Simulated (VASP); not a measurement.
A run of VASP 6.6.1 is set up as follows.

INCAR

```
SYSTEM = GaAs
ALGO     = Normal         ! electronic algorithm
EDIFF    = 1E-8           ! SCF threshold, eV
ENCUT    = 520            ! plane-wave cutoff, eV
GGA      = PS             ! functional
IBRION   = 8              ! ionic algorithm
ISIF     = 2              ! what is computed and relaxed
ISMEAR   = -1             ! smearing method
LASPH    = .True.         ! aspherical terms in the spheres
LCHARG   = .False.        ! write CHGCAR
LREAL    = .False.        ! projectors in reciprocal space
LWAVE    = .False.        ! write WAVECAR
NBANDS   = 16             ! bands
NELM     = 60             ! most SCF steps
NSW      = 1              ! ionic steps
PREC     = Accurate       ! precision mode
SIGMA    = 0.05           ! smearing width, eV
```

Contents of KPOINTS:

```
k-points
0
Gamma
  10 10 10
  0 0 0
```

Contents of POSCAR:

```
GaAs
1.0
   -1.8807739600      1.8807739600      3.0258508800
    1.8807739600     -1.8807739600      3.0258508800
    1.8807739600      1.8807739600     -3.0258508800
Ga As
1 1
Direct
    0.0000000000      0.0000000000      0.0000000000
    0.5000000000      0.5000000000      0.0000000000
```

Potentials or basis: VASP PAW PBE potentials, release 64 (Ga_d, As).

Run with:

```bash
$ cat potpaw_PBE.64/Ga_d/POTCAR potpaw_PBE.64/As/POTCAR > POTCAR
$ mpirun -np 1 vasp_std > vasp.out
```

Q: Predict the highest phonon frequency at Γ, LO-TO splitting left out.

A: 129 cm⁻¹.

Q: Estimate the most unstable mode.

A: 129i cm⁻¹.

Phonon frequencies in cm⁻¹ (negative: imaginary):
| q point | frequencies |
| --- | --- |
| (0.000, 0.000, 0.000) | -129 0 0 0 129 129 |

Caveat: the cell stands under pressure or tension, which shifts response properties; some modes are imaginary.
